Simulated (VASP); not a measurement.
A run of VASP 6.6.1 is set up as follows.

INCAR

```
PREC     = Accurate       # precision mode
ENCUT    = 520            # plane-wave cutoff, eV
EDIFF    = 1E-6           # SCF threshold, eV
ISMEAR   = 0              # smearing method
SIGMA    = 0.05           # smearing width, eV
LREAL    = F              # projectors in reciprocal space
LASPH    = T              # aspherical terms in the spheres
NELM     = 60             # most SCF steps
ALGO     = Normal         # electronic algorithm
ISIF     = 2              # what is computed and relaxed
LWAVE    = F              # write WAVECAR
LCHARG   = T              # write CHGCAR
GGA      = PE             # functional
IVDW     = 12             # dispersion correction
LELF     = T              # ELF
LVHAR    = T            
NBANDS   = 11             # bands
```

KPOINTS

```
Automatic mesh
0
Gamma
  15 15 15
```

File POSCAR:

```
C
1.0
    1.2427105179      0.7174792520      3.3888323960
   -1.2427105179      0.7174792520      3.3888323960
    0.0000000000     -1.4349585041      3.3888323960
C
2
Direct
    0.1684800132      0.1684800132      0.1684800132
    0.8315199868      0.8315199868      0.8315199868
```

Potentials or basis: VASP PAW PBE potentials, release 64 (C).

Launch:

```console
$ cat potpaw_PBE.64/C/POTCAR > POTCAR
$ mpirun -np 1 vasp_std > vasp.out
```

What does it give for the band gap on the k mesh?

0.57 eV, direct.

Predict the largest force.

0.631 eV/Å.

Forces in eV/Å, atoms in the order of the input:
```
C    0.000  0.000 -0.631
C    0.000  0.000  0.631
```

A k mesh can miss the band edges.
